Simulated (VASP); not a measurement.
# Ti2Te2S (P-3m1) in VASP: further runs, part 2 of 2

VASP 6.6.1.

**3. Relaxation of cell and atoms, PBE**

Input file INCAR:

```
SYSTEM = Ti2Te2S
ALGO = Normal
EDIFF = 1E-7
EDIFFG = -0.001
ENCUT = 600
GGA = PE
IBRION = 2
ISIF = 3
ISMEAR = 0
LASPH = .True.
LCHARG = .False.
LREAL = .False.
LWAVE = .False.
NELM = 100
NSW = 80
PREC = Accurate
SIGMA = 0.1
```

Input file KPOINTS:

```
k-points
0
Gamma
  12 12 4
  0 0 0
```

Input file POSCAR:

```
Ti2Te2S
1.0
    3.6182031178      0.0000000000      0.0000000000
   -1.8091015589      3.1334558161      0.0000000000
    0.0000000000      0.0000000000     10.2052027231
Ti Te S
2 2 1
Direct
    0.6666666667      0.3333333333      0.8755656620
    0.3333333333      0.6666666667      0.1244343380
    0.3333333333      0.6666666667      0.6924395096
    0.6666666667      0.3333333333      0.3075604904
    0.0000000000      0.0000000000      0.0000000000
```

Potentials or basis: VASP PAW PBE potentials, release 64 (Ti_sv, Te, S).

Run with:

```console
$ cat potpaw_PBE.64/Ti_sv/POTCAR potpaw_PBE.64/Te/POTCAR potpaw_PBE.64/S/POTCAR > POTCAR
$ mpirun -np 1 vasp_std > vasp.out
```

OUTCAR:

```text
SYSTEM = Ti2Te2S
   EDIFF = 1E-7
   EDIFFG = -0.001
   ENCUT = 600
   GGA = PE
   IBRION = 2
   ISIF = 3
   ISMEAR = 0
   LASPH = .True.
   LREAL = .False.
   NELM = 100
   NSW = 80
   PREC = Accurate

 ion  position               nearest neighbor table
   1  0.667  0.333  0.876-   5 2.44   5 2.44   5 2.44   3 2.80   3 2.80   3 2.80
   2  0.333  0.667  0.124-   5 2.44   5 2.44   5 2.44   4 2.80   4 2.80   4 2.80
   3  0.333  0.667  0.692-   1 2.80   1 2.80   1 2.80
   4  0.667  0.333  0.308-   2 2.80   2 2.80   2 2.80
   5  0.000  0.000  0.000-   1 2.44   2 2.44   1 2.44   2 2.44   1 2.44   2 2.44

  LATTYP: Found a hexagonal cell.
 ALAT       =     3.6182031178
 C/A-ratio  =     2.8205168120

  Lattice vectors:

 A1 = (   3.6182031178,   0.0000000000,   0.0000000000)
 A2 = (  -1.8091015589,   3.1334558161,   0.0000000000)
 A3 = (   0.0000000000,   0.0000000000,  10.2052027231)

Analysis of symmetry for initial positions (statically):
=====================================================================
 Subroutine PRICEL returns:
 Original cell was already a primitive cell.

 Routine SETGRP: Setting up the symmetry group for a
 hexagonal supercell.

 Subroutine GETGRP returns: Found 12 space group operations
 (whereof 12 operations were pure point group operations)
 out of a pool of 24 trial point group operations.

The static configuration has the point symmetry D_3d.

Analysis of symmetry for dynamics (positions and initial velocities):
=====================================================================
 Subroutine PRICEL returns:
 Original cell was already a primitive cell.

 Routine SETGRP: Setting up the symmetry group for a
 hexagonal supercell.

 Subroutine GETGRP returns: Found 12 space group operations
 (whereof 12 operations were pure point group operations)
 out of a pool of 24 trial point group operations.

The dynamic configuration has the point symmetry D_3d.

 Subroutine INISYM returns: Found 12 space group operations
 (whereof 12 operations are pure point group operations),
 and found     1 'primitive' translations

----------------------------------------------------------------------------------------

                                     Primitive cell

  volume of cell :     115.7013

  direct lattice vectors                    reciprocal lattice vectors
     3.618203118  0.000000000  0.000000000     0.276380283  0.159568231  0.000000000
    -1.809101559  3.133455816  0.000000000     0.000000000  0.319136461  0.000000000
     0.000000000  0.000000000 10.205202723     0.000000000  0.000000000  0.097989234

  length of vectors
     3.618203118  3.618203118 10.205202723     0.319136461  0.319136461  0.097989234

  position of ions in fractional coordinates (direct lattice)
     0.666666667  0.333333333  0.875565662
     0.333333333  0.666666667  0.124434338
     0.333333333  0.666666667  0.692439510
     0.666666667  0.333333333  0.307560490
     0.000000000  0.000000000  0.000000000

  ion indices of the primitive-cell ions
   primitive index   ion index
                 1           1
                 2           2
                 3           3
                 4           4
                 5           5

----------------------------------------------------------------------------------------

 KPOINTS: k-points

Automatic generation of k-mesh.
 Grid dimensions read from file:
 generate k-points for:   12   12    4

[... 54 lines left out ...]
   PREC   = accura    normal or accurate (medium, high low for compatibility)
   ISTART =      0    job   : 0-new  1-cont  2-samecut
   ICHARG =      2    charge: 1-file 2-atom 10-const
   ISPIN  =      1    spin polarized calculation?
   LNONCOLLINEAR =      F non collinear calculations
   LSORBIT =      F    spin-orbit coupling
   LASPH  =      T    aspherical Exc in radial PAW
   ENCUT  =  600.0 eV  44.10 Ry    6.64 a.u.   7.23  7.23 20.38*2*pi/ulx,y,z
   NELM   =    100;   NELMIN=  2; NELMDL= -5     # of ELM steps
   EDIFF  = 0.1E-06   stopping-criterion for ELM
   LREAL  =      F    real-space projection
   EDIFFG = -.1E-02   stopping-criterion for IOM
   NSW    =     80    number of steps for IOM
   IBRION =      2    ionic relax: 0-MD 1-quasi-New 2-CG
   NFREE  =      1    steps in history (QN), initial steepest desc. (CG)
   ISIF   =      3    stress and relaxation
   ISYM   =      2    0-nonsym 1-usesym 2-fastsym
   POTIM  = 0.5000    time-step for ionic-motion
   TEBEG  =    0.0;   TEEND  =   0.0 temperature during run
   PSTRESS=    0.0 pullay stress
   NELECT =      42.0000    total number of electrons
   NUPDOWN=      -1.0000    fix difference up-down
   EMIN   =  10.00;   EMAX   =-10.00  energy-range for DOS
   EFERMI =   0.00;   METHOD = LEGACY
   ISMEAR =     0;   SIGMA  =   0.10  broadening in eV -4-tet -1-fermi 0-gaus
   EFERMI_NEDOS =   21; number of points for ismear=-14 and -15
   IALGO  =     38    algorithm
   IMIX   =      4    mixing-type and parameters
     AMIX     =   0.40;   BMIX     =  1.00
     AMIX_MAG =   1.60;   BMIX_MAG =  1.00
  volume/ion in A,a.u.               =      23.14       156.16
  Fermi-wavevector in a.u.,A,eV,Ry     =   1.167827  2.206873 18.555899  1.363820
  Thomas-Fermi vector in A             =   2.304322
   LORBIT       =      0    0 simple, 1 ext, 2 COOP (PROOUT), +10 PAW based schemes
   GGA     = PE    functional components
   LHFCALC =     F    Hartree Fock is set to
   AEXX    =    0.0000 exact exchange contribution
   IVDW    =     0    specifies the selected vdW correction
   LEPSILON=     F    determine dielectric tensor
   LRPA    =     F    only Hartree local field effects (RPA)
 conjugate gradient relaxation of ions
 non-spin polarized calculation
 Gauss-broadening in eV      SIGMA  =   0.10
  energy-cutoff  :      600.00
  volume of cell :      115.70
 maximum number of plane-waves:      3887
 NGX is ok and might be reduce to    30
   NGX = 15   NGY = 15   NGZ = 41

--------------------------------------- Ionic step        1  -------------------------------------------

 number of electron      42.0000003 magnetization

 Free energy of the ion-electron system (eV)
  ---------------------------------------------------
  ext. energy  EPLUGINS =         0.00000000
  ---------------------------------------------------
  free energy    TOTEN  =       -31.08532211 eV

  energy without entropy =      -31.07852242  energy(sigma->0) =      -31.08192226

------------------------ aborting loop because EDIFF is reached ----------------------------------------

  FORCE on cell =-STRESS in cart. coord.  units (eV):
  Direction    XX          YY          ZZ          XY          YZ          ZX
  --------------------------------------------------------------------------------------
  -------------------------------------------------------------------------------------
  Total        0.0054881      0.0054881      0.0657450     -0.0000000      0.0000000     -0.0000000
  in kB        0.0759973      0.0759973      0.9104063     -0.0000000      0.0000000     -0.0000000
  external PRESSURE =       0.3541337 kB  Pullay stress =       0.0000000 kB
[... 98 lines left out ...]
  FREE ENERGIE OF THE ION-ELECTRON SYSTEM (eV)
  ---------------------------------------------------
  free  energy   TOTEN  =       -31.0853423140 eV

  energy  without entropy=      -31.0785378116  energy(sigma->0) =      -31.08194006

 E-fermi :   7.1920     XC(G=0):  -9.9983

 val. band max:        7.1724051244   @ k =   0.0000   0.0000   0.5000
 cond. band min:       7.1951771902   @ k =   0.2500   0.2500   0.0000
 fundamental gap:      0.0227720658
 Fermi energy:         7.1919799708

 k-point     1 :       0.0000    0.0000    0.0000
  band No.  band energies     occupation
      1     -50.2466      2.00000
      2     -50.2312      2.00000
      3     -26.5462      2.00000
      4     -26.5334      2.00000
      5     -26.5334      2.00000
      6     -26.5135      2.00000
[... 661 lines left out ...]
     24       8.1663      0.00000
     25       8.5728      0.00000

 [... further k-points ...]

[... ionic steps 4 to 36 ...]

--------------------------------------- Ionic step       37  -------------------------------------------

 number of electron      42.0000005 magnetization

------------------------ aborting loop because EDIFF is reached ----------------------------------------
[... 73 lines left out ...]
--------------------------------------- Ionic step       39  -------------------------------------------

 number of electron      42.0000005 magnetization

 Free energy of the ion-electron system (eV)
  ---------------------------------------------------
  ext. energy  EPLUGINS =         0.00000000
  ---------------------------------------------------
  free energy    TOTEN  =       -31.08536474 eV

  energy without entropy =      -31.07854486  energy(sigma->0) =      -31.08195480

 E-fermi :   7.2249     XC(G=0): -10.0173

 val. band max:        7.2062057000   @ k =   0.0000   0.0000   0.5000
 cond. band min:       7.2305281336   @ k =   0.2500   0.2500   0.0000
 fundamental gap:      0.0243224336
 Fermi energy:         7.2249332634

 k-point     1 :       0.0000    0.0000    0.0000
  band No.  band energies     occupation
      1     -50.2135      2.00000
      2     -50.1982      2.00000
      3     -26.5133      2.00000
      4     -26.5002      2.00000
      5     -26.5002      2.00000
      6     -26.4803      2.00000
[... 695 lines left out ...]
  FREE ENERGIE OF THE ION-ELECTRON SYSTEM (eV)
  ---------------------------------------------------
  free  energy   TOTEN  =       -31.0853647378 eV

  energy  without entropy=      -31.0785448590  energy(sigma->0) =      -31.08195480

 reached required accuracy - stopping structural energy minimisation
```

CONTCAR:

```text
Ti2Te2S
   1.00000000000000
     3.6174561979539703   -0.0000000000000001   -0.0000000000000000
    -1.8087280989769852    3.1328089645387260    0.0000000000000001
    -0.0000000000000003    0.0000000000000007   10.1785649095305679
  Ti              Te              S
     2     2     1
Direct
     0.6666666667000030    0.3333333332999970    0.8750673357200768
     0.3333333332999970    0.6666666667000030    0.1249326642799232
     0.3333333332999970    0.6666666667000030    0.6913454221142536
     0.6666666667000030    0.3333333332999970    0.3086545778857466
     0.0000000000000000    0.0000000000000000    0.0000000000000000

  0.00000000E+00  0.00000000E+00  0.00000000E+00
  0.00000000E+00  0.00000000E+00  0.00000000E+00
  0.00000000E+00  0.00000000E+00  0.00000000E+00
  0.00000000E+00  0.00000000E+00  0.00000000E+00
  0.00000000E+00  0.00000000E+00  0.00000000E+00
```

Run time: 42 min. Hardware: 1 thread of AMD EPYC 9R45 (Zen 5), shared host; peak memory 0.42 GiB.

Results:

| Item | Value |
| --- | --- |
| Free energy | -31.0854 eV |
| Relaxed volume | 23.07 Å³/atom |
| Relaxed cell | a = 3.617 Å, b = 3.617 Å, c = 10.179 Å, α = 90.00°, β = 90.00°, γ = 120.00° |
| Space group after relaxing (to 0.1 Å) | P-3m1 (No. 164) |
| Energy gained by relaxing | 0.0 meV/atom |
| Ionic steps | 39 |
| Pressure after relaxing | 0.0 GPa |
| Band gap on the k mesh | zero (bands 21 and 22 overlap by 0.47 eV) |

Final structure:
```
Ti Te S
1.0
     3.61746    0.00000    0.00000
    -1.80873    3.13281    0.00000
     0.00000    0.00000   10.17856
Ti Te S
2 2 1
Cartesian
  1.8087 1.0443 8.9069
  0.0000 2.0885 1.2716
  0.0000 2.0885 7.0369
  1.8087 1.0443 3.1417
  0.0000 0.0000 0.0000
```

Levels at points of the mesh, in eV from the Fermi level:
```tsv
k point	band 17	band 18	band 19	band 20	band 21	band 22	band 23	band 24	band 25
(0.00, 0.00, 0.00)	-0.88	-0.88	-0.50	-0.50	-0.18	0.84	0.84	0.96	0.96
(0.50, 0.00, 0.00)	-2.69	-2.17	-1.39	-1.14	-0.98	1.01	1.03	1.09	1.31
(0.00, 0.00, 0.50)	-0.87	-0.87	-0.50	-0.50	-0.02	0.80	0.80	0.96	0.96
(0.50, 0.00, 0.50)	-2.91	-2.01	-1.37	-1.21	-0.90	1.00	1.03	1.07	1.26
```

Caveat: spin-orbit coupling is left out, which moves the levels of the heavy elements; this functional lacks dispersion, which binds layers or chains, so the pressure and a relaxed spacing across them are unreliable.

The gap in the log of VASP goes by the Fermi energy; the results here count the filled bands.